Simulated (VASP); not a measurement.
# TaN (P6_3mc) in VASP: single point with PBE+U

Aim: the single point of TaN with PBE+U.

Everything below comes from runs of VASP 6.6.1. Logs are shortened: lines on timing, memory, paths and dates and some standing lists are left out, and cuts for length are marked.

## Step 1: The cell of the first run

It takes space group P6_3mc (No. 186, hexagonal). The conventional cell has a = 3.050 Å, b = 3.050 Å, c = 4.940 Å, α = 90.00°, β = 90.00°, γ = 120.00°. Ta (site symmetry 3m) has 4 N at 1.85 to 1.90 Å within 2.5 Å. Within 2.5 Å of N (site symmetry 3m) lie 4 Ta at 1.85 to 1.90 Å.

## Step 2: Single point, PBE+U, collinear spin, zero start

Contents of INCAR:

```
PREC     = Accurate       # precision mode
ENCUT    = 520            # plane-wave cutoff, eV
EDIFF    = 1E-6           # SCF threshold, eV
ISMEAR   = 0              # smearing method
SIGMA    = 0.05           # smearing width, eV
LREAL    = False          # projectors in reciprocal space
LASPH    = True           # aspherical terms in the spheres
NELM     = 150            # most SCF steps
ALGO     = Normal         # electronic algorithm
ISIF     = 2              # what is computed and relaxed
LWAVE    = False          # write WAVECAR
LCHARG   = False          # write CHGCAR
ISPIN    = 2              # spin polarisation
MAGMOM   = 0 0 0 0 0 0 0 0 # initial moments
LORBIT   = 11             # projections on sites
LMAXMIX  = 4              # l up to which the mixer works
LDAU     = True           # DFT+U
LDAUTYPE = 2            
LDAUL    = 2 -1           # shell
LDAUU    = 2 0            # U, eV
LDAUJ    = 0 0          
LDAUPRINT= 1            
GGA      = PE             # functional
NBANDS   = 46             # bands
```

Contents of KPOINTS:

```
regular mesh
0
Gamma
  7 7 4
```

Contents of POSCAR:

```
TaN
1.0
    3.0500020400      0.0000000000      0.0000000000
   -3.0500020400      5.2827585000      0.0000000000
    0.0000000000      0.0000000000      4.9400015300
Ta N
4 4
Direct
    0.3333333333      0.3333333334      0.0000000000
    0.6666666667      0.1666666666      0.5000000000
    0.3333333333      0.8333333333      0.0000000000
    0.6666666667      0.6666666666      0.5000000000
    0.3333333333      0.3333333334      0.3850000000
    0.6666666667      0.1666666666      0.8850000000
    0.3333333333      0.8333333333      0.3850000000
    0.6666666667      0.6666666666      0.8850000000
```

Potentials or basis: VASP PAW PBE potentials, release 64 (Ta_pv, N).

Command:

```console
> cat potpaw_PBE.64/Ta_pv/POTCAR potpaw_PBE.64/N/POTCAR > POTCAR
> mpirun -np 1 vasp_std > vasp.out
```

OUTCAR:

```text
PREC = Accurate
   ENCUT = 520
   EDIFF = 1E-6
   ISMEAR = 0
   LREAL = False
   LASPH = True
   NELM = 150
   ISIF = 2
   ISPIN = 2
   LORBIT = 11
   GGA = PE

 ion  position               nearest neighbor table
   1  0.333  0.333  0.000-   6 1.85   8 1.85   6 1.85   5 1.90   2 3.03   2 3.03   4 3.03   4 3.03
                             2 3.03   2 3.03   3 3.05   3 3.05   3 3.05   3 3.05
   2  0.667  0.167  0.500-   5 1.85   7 1.85   5 1.85   6 1.90   1 3.03   1 3.03   3 3.03   3 3.03
                             1 3.03   1 3.03   4 3.05   4 3.05   4 3.05   4 3.05
   3  0.333  0.833  0.000-   8 1.85   8 1.85   6 1.85   7 1.90   4 3.03   4 3.03   4 3.03   4 3.03
                             2 3.03   2 3.03   1 3.05   1 3.05   1 3.05   1 3.05
   4  0.667  0.667  0.500-   7 1.85   5 1.85   7 1.85   8 1.90   3 3.03   3 3.03   1 3.03   1 3.03
                             3 3.03   3 3.03   2 3.05   2 3.05   2 3.05   2 3.05
   5  0.333  0.333  0.385-   2 1.85   4 1.85   2 1.85   1 1.90
   6  0.667  0.167  0.885-   1 1.85   3 1.85   1 1.85   2 1.90
   7  0.333  0.833  0.385-   4 1.85   4 1.85   2 1.85   3 1.90
   8  0.667  0.667  0.885-   3 1.85   1 1.85   3 1.85   4 1.90

  LATTYP: Found a simple orthorhombic cell.
 ALAT       =     3.0500020400
 B/A-ratio  =     1.6196715495
 C/A-ratio  =     1.7320508087

  Lattice vectors:

 A1 = (  -3.0500020400,   0.0000000000,   0.0000000000)
 A2 = (   0.0000000000,   0.0000000000,   4.9400015300)
 A3 = (   0.0000000000,   5.2827585000,   0.0000000000)

Analysis of symmetry for initial positions (statically):
=====================================================================
 Subroutine PRICEL returns following result:

  LATTYP: Found a hexagonal cell.
 ALAT       =     3.0500020400
 C/A-ratio  =     1.6196715495
[... 12 lines left out ...]
 Subroutine GETGRP returns: Found  4 space group operations
 (whereof  2 operations were pure point group operations)
 out of a pool of  8 trial point group operations.

The static configuration has the point symmetry C_1h.
 The point group associated with its full space group is C_2v.

Analysis of symmetry for dynamics (positions and initial velocities):
=====================================================================
 Subroutine PRICEL returns following result:

  LATTYP: Found a hexagonal cell.
 ALAT       =     3.0500020400
 C/A-ratio  =     1.6196715495
[... 12 lines left out ...]
 Subroutine GETGRP returns: Found  4 space group operations
 (whereof  2 operations were pure point group operations)
 out of a pool of  8 trial point group operations.

The dynamic configuration has the point symmetry C_1h.
 The point group associated with its full space group is C_2v.

Analysis of structural, dynamic, and magnetic symmetry:
=====================================================================
 Subroutine PRICEL returns following result:

  LATTYP: Found a hexagonal cell.
 ALAT       =     3.0500020400
 C/A-ratio  =     1.6196715495
[... 12 lines left out ...]
 Subroutine GETGRP returns: Found  4 space group operations
 (whereof  2 operations were pure point group operations)
 out of a pool of  8 trial point group operations.

The overall configuration has the point symmetry C_1h.
 The point group associated with its full space group is C_2v.

 Subroutine INISYM returns: Found  4 space group operations
 (whereof  2 operations are pure point group operations),
 and found     2 'primitive' translations

----------------------------------------------------------------------------------------

                                     Primitive cell

  volume of cell :      39.7977

  direct lattice vectors                    reciprocal lattice vectors
     3.050002040  0.000000000  0.000000000     0.327868633  0.189295043  0.000000000
    -1.525001020  2.641379251  0.000000000     0.000000000  0.378590087  0.000000000
     0.000000000  0.000000000  4.940001530     0.000000000  0.000000000  0.202429087

  length of vectors
     3.050002040  3.050002042  4.940001530     0.378590087  0.378590087  0.202429087

[... 103 lines left out ...]
     AMIX     =   0.40;   BMIX     =  1.00
     AMIX_MAG =   1.60;   BMIX_MAG =  1.00
  volume/ion in A,a.u.               =       9.95        67.14
  Fermi-wavevector in a.u.,A,eV,Ry     =   1.522318  2.876765 31.530867  2.317453
  Thomas-Fermi vector in A             =   2.630914
   LORBIT       =     11    0 simple, 1 ext, 2 COOP (PROOUT), +10 PAW based schemes
 LDA+U is selected, type is set to LDAUTYPE =  2
   angular momentum for each species LDAUL =     2   -1
   U (eV)           for each species LDAUU =   2.0  0.0
   J (eV)           for each species LDAUJ =   0.0  0.0
   GGA     = PE    functional components
   LHFCALC =     F    Hartree Fock is set to
   AEXX    =    0.0000 exact exchange contribution
   IVDW    =     0    specifies the selected vdW correction
   LEPSILON=     F    determine dielectric tensor
   LRPA    =     F    only Hartree local field effects (RPA)
 spin polarized calculation
 Gauss-broadening in eV      SIGMA  =   0.05
  energy-cutoff  :      520.00
  volume of cell :       79.60
 maximum number of plane-waves:      2168
   NGX = 11   NGY = 23   NGZ = 19

 number of electron      64.0000001 magnetization       0.0000044

atom =   1  type =  1  l = 2

 onsite density matrix

spin component  1
[... 116 lines left out ...]
  o =  0.2277  v = -0.5527  0.0000  0.0000 -0.8334  0.0000  0.0000  0.0000  0.0000  0.0000  0.0000      0.0000  0.0000  0.0000  0.0000  0.0000  0.0000  0.0000  0.0000  0.0000  0.0000
  o =  0.2277  v =  0.0000  0.0000  0.0000  0.0000  0.0000 -0.5526  0.0000  0.0000 -0.8334  0.0000      0.0000  0.0000  0.0000  0.0000  0.0000  0.0000  0.0000  0.0000  0.0000  0.0000
  o =  0.2283  v =  0.0000  0.0000  0.0000  0.0000  0.0000  0.0000 -0.8355  0.0088 -0.0000 -0.5493      0.0000  0.0000  0.0000  0.0000  0.0000  0.0000  0.0000  0.0000  0.0000  0.0000
  o =  0.2283  v =  0.0000 -0.8355  0.0088 -0.0000 -0.5494  0.0000  0.0000  0.0000  0.0000  0.0000      0.0000  0.0000  0.0000  0.0000  0.0000  0.0000  0.0000  0.0000  0.0000  0.0000
  o =  0.3351  v =  0.0000  0.0000  0.0000  0.0000  0.0000  0.0000 -0.0229 -0.9996 -0.0000  0.0189      0.0000  0.0000  0.0000  0.0000  0.0000  0.0000  0.0000  0.0000  0.0000  0.0000
  o =  0.3351  v =  0.0000 -0.0230 -0.9996 -0.0000  0.0189  0.0000  0.0000  0.0000  0.0000  0.0000      0.0000  0.0000  0.0000  0.0000  0.0000  0.0000  0.0000  0.0000  0.0000  0.0000
  o =  0.3558  v =  0.0000 -0.5489  0.0284  0.0000  0.8354  0.0000  0.0000  0.0000  0.0000  0.0000      0.0000  0.0000  0.0000  0.0000  0.0000  0.0000  0.0000  0.0000  0.0000  0.0000
  o =  0.3558  v =  0.0000  0.0000  0.0000  0.0000  0.0000  0.0000 -0.5489  0.0284  0.0000  0.8354      0.0000  0.0000  0.0000  0.0000  0.0000  0.0000  0.0000  0.0000  0.0000  0.0000
  o =  0.3561  v = -0.8334  0.0000 -0.0000  0.5527 -0.0000  0.0000  0.0000  0.0000  0.0000  0.0000      0.0000  0.0000  0.0000  0.0000  0.0000  0.0000  0.0000  0.0000  0.0000  0.0000
  o =  0.3561  v =  0.0000  0.0000  0.0000  0.0000  0.0000 -0.8334  0.0000 -0.0000  0.5526 -0.0000      0.0000  0.0000  0.0000  0.0000  0.0000  0.0000  0.0000  0.0000  0.0000  0.0000

 number of electron      64.0000001 magnetization      -0.0000012

 Free energy of the ion-electron system (eV)
  ---------------------------------------------------
  ext. energy  EPLUGINS =         0.00000000
  ---------------------------------------------------
  free energy    TOTEN  =       -66.96907664 eV

  energy without entropy =      -66.96406479  energy(sigma->0) =      -66.96657072

 E-fermi :   9.9553     XC(G=0): -13.5534

 val. band max:        9.9439685803   @ k =   0.0000   0.1429   0.2500
 cond. band min:       9.9557230417   @ k =   0.0000   0.4286   0.2500
 fundamental gap:      0.0117544614
 Fermi energy:         9.9553164879

 spin component 1

 k-point     1 :       0.0000    0.0000    0.0000
  band No.  band energies     occupation
      1     -26.4569      1.00000
      2     -26.4297      1.00000
      3     -26.2349      1.00000
      4     -25.8477      1.00000
      5     -25.6365      1.00000
      6     -25.4297      1.00000
[... 2249 lines left out ...]
     43      15.8982      0.00000
     44      15.9144      0.00000

 [... further k-points ...]

 [bands above 44 left out]

------------------------ aborting loop because EDIFF is reached ----------------------------------------

  FORCE on cell =-STRESS in cart. coord.  units (eV):
  Direction    XX          YY          ZZ          XY          YZ          ZX
  --------------------------------------------------------------------------------------
  -------------------------------------------------------------------------------------
  Total       77.5989936     77.9906427     65.3815572      0.0000000      0.0000000      0.0000000
  in kB     1561.9916232   1569.8751353   1316.0666129      0.0000000      0.0000000      0.0000000
  external PRESSURE =    1482.6444571 kB  Pullay stress =       0.0000000 kB

 VOLUME and BASIS-vectors are now :
 -----------------------------------------------------------------------------
  energy-cutoff  :      520.00
  volume of cell :       79.60
      direct lattice vectors                 reciprocal lattice vectors
     3.050002040  0.000000000  0.000000000     0.327868633  0.189295043  0.000000000
    -3.050002040  5.282758500  0.000000000     0.000000000  0.189295043  0.000000000
     0.000000000  0.000000000  4.940001530     0.000000000  0.000000000  0.202429087

 POSITION                                       TOTAL-FORCE (eV/Angst)
 -----------------------------------------------------------------------------------
     -0.00000      1.76092      0.00000         0.000000      0.022819      2.292397
      1.52500      0.88046      2.47000        -0.000000     -0.022819      2.292397
     -1.52500      4.40230      0.00000         0.000000      0.022819      2.292397
      0.00000      3.52184      2.47000        -0.000000     -0.022819      2.292397
     -0.00000      1.76092      1.90190         0.000000      0.033027     -2.292397
      1.52500      0.88046      4.37190        -0.000000     -0.033027     -2.292397
     -1.52500      4.40230      1.90190         0.000000      0.033027     -2.292397
      0.00000      3.52184      4.37190        -0.000000     -0.033027     -2.292397
 -----------------------------------------------------------------------------------
    total drift:                               -0.000000      0.000001      0.000878

  FREE ENERGIE OF THE ION-ELECTRON SYSTEM (eV)
  ---------------------------------------------------
  free  energy   TOTEN  =       -66.9690766421 eV

  energy  without entropy=      -66.9640647892  energy(sigma->0) =      -66.96657072

 total charge

# of ion       s       p       d       tot
------------------------------------------
    1        0.410   6.418   2.934   9.762
    2        0.410   6.418   2.934   9.762
    3        0.410   6.418   2.934   9.762
    4        0.410   6.418   2.934   9.762
    5        1.299   2.771   0.000   4.070
    6        1.299   2.771   0.000   4.070
    7        1.299   2.771   0.000   4.070
    8        1.299   2.771   0.000   4.070
--------------------------------------------------
tot          6.835  36.755  11.737  55.326

 magnetization (x)

# of ion       s       p       d       tot
------------------------------------------
    1        0.000   0.000   0.000   0.000
    2        0.000   0.000   0.000   0.000
    3        0.000   0.000   0.000   0.000
    4        0.000   0.000   0.000   0.000
    5        0.000  -0.000   0.000  -0.000
    6        0.000  -0.000   0.000  -0.000
    7        0.000  -0.000   0.000  -0.000
    8        0.000  -0.000   0.000  -0.000
--------------------------------------------------
tot          0.000  -0.000   0.000   0.000
```

It took 7.4 min on 1 thread of Intel Xeon Platinum 8259CL at 2.50GHz (Skylake/Cascade Lake), shared host; peak memory 0.4 GiB.

What came out:

```
Free energy                                           : -66.9691 eV
Pressure                                              : 148.3 GPa
Largest force                                         : 2.293 eV/Å
Band gap on the k mesh                                : zero (filled and empty bands overlap)
Net moment                                            : 0.00 μB per cell
Valence electrons inside the program's atomic spheres : Ta 9.76; N 4.07
```

Forces in eV/Å, atoms in the order of the input:
```
Ta   0.000  0.023  2.292
Ta   0.000 -0.023  2.292
Ta   0.000  0.023  2.292
Ta   0.000 -0.023  2.292
N    0.000  0.033 -2.292
N    0.000 -0.033 -2.292
N    0.000  0.033 -2.292
N    0.000 -0.033 -2.292
```

Stress tensor (GPa, compression positive):
```
156.20   0.00   0.00
  0.00 156.99   0.00
  0.00   0.00 131.61
```

Levels at points of the mesh, in eV from the Fermi level:
Spin up:
```tsv
k point	band 30	band 31	band 32	band 33	band 34	band 35
(0.00, 0.00, 0.00)	-1.00	-0.63	-0.63	-0.48	0.38	1.59
(0.00, 0.00, 0.50)	-0.54	1.41	1.41	1.41	1.41	1.76
```
Spin down:
```
           k point  band 30  band 31  band 32  band 33  band 34  band 35
(0.00, 0.00, 0.00)    -1.00    -0.63    -0.63    -0.48     0.38     1.59
(0.00, 0.00, 0.50)    -0.54     1.41     1.41     1.41     1.41     1.76
```

Eigenvalues of the final occupation matrices:
```tsv
site	spin	trace	eigenvalues
site 1 d	1	1.50	0.23 0.23 0.34 0.36 0.36
site 1 d	2	1.50	0.23 0.23 0.34 0.36 0.36
site 2 d	1	1.50	0.23 0.23 0.34 0.36 0.36
site 2 d	2	1.50	0.23 0.23 0.34 0.36 0.36
site 3 d	1	1.50	0.23 0.23 0.34 0.36 0.36
site 3 d	2	1.50	0.23 0.23 0.34 0.36 0.36
site 4 d	1	1.50	0.23 0.23 0.34 0.36 0.36
site 4 d	2	1.50	0.23 0.23 0.34 0.36 0.36
```

Caveat: spin-orbit coupling is left out, which moves the levels of the heavy elements; forces of over 1 eV/Å act on the atoms, so gaps and moduli don't describe the material at rest.
